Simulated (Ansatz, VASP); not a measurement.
# CdSe: VASP beside Ansatz

```
CELL_PARAMETERS angstrom
0.00000 3.07027 3.07027
3.07027 0.00000 3.07027
3.07027 3.07027 0.00000
ATOMIC_POSITIONS crystal
Cd 0.00000 0.00000 0.00000
Se 0.25000 0.25000 0.25000
```

Alike in both runs: task electric field gradients; functional LDA; k mesh 8 × 8 × 8; occupations fermi-dirac, width 0.03 eV; no spin polarisation.

|  | VASP | Ansatz |
| --- | --- | --- |
| version | VASP 6.6.1 | Ansatz 0.2.0 |
| potentials or method | VASP PAW LDA potentials, release 64 (Cd, Se) | PAW with Ansatz's default frozen-core files, scalar-relativistic |
| plane-wave cutoff (eV) | 520 | 420 |
| valence electrons in the cell | 18 | 36 |

|  | VASP | Ansatz | Ansatz less VASP |
| --- | --- | --- | --- |
| pressure (GPa) | -2.9 | -3.3 | -0.37 |

LDA's correlation is that of Perdew and Zunger in VASP and of Perdew and Wang (1992) in Ansatz. VASP's potentials hold 18 valence electrons a cell and Ansatz's 36, so a difference there can come from the potentials and not from the codes.
